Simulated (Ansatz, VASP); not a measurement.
## One calculation of Ga, two programs

```
Ga
1.0
     1.38902   -4.04325   -0.03923
     1.51097    4.08675    0.08273
     0.04755    0.04755    3.17000
Ga
2
Direct
  0.86700 0.13300 0.25000
  0.13300 0.86700 0.75000
```

Change from the starting cell: equal xy, yz and zx shear strains of +3 %.

Alike in both runs: task single point; functional LDA; k mesh 12 × 12 × 10; occupations fermi-dirac, width 0.08 eV; no spin polarisation.

|  | VASP | Ansatz |
| --- | --- | --- |
| version | VASP 6.6.1 | Ansatz 0.2.0 |
| potentials or method | VASP PAW LDA potentials, release 64 (Ga_d), cutoff 520 eV | all-electron LAPW, scalar-relativistic |

Ansatz gave:

| Item | Value |
| --- | --- |
| pressure (GPa) | -3.7 |
| traceless stress, the component that is largest in VASP (GPa) | -1.97 |
| rms of the force components (eV/Å) | 0.103 |

Estimate VASP's values.

pressure (GPa): -3.7; traceless stress, the component that is largest in VASP (GPa): -1.97; rms of the force components (eV/Å): 0.104.

LDA's correlation is that of Perdew and Zunger in VASP and of Perdew and Wang (1992) in Ansatz. Atom by atom the forces differ by 0.002 eV/Å (rms over components). Ansatz ran all-electron here, and VASP with PAW potentials.
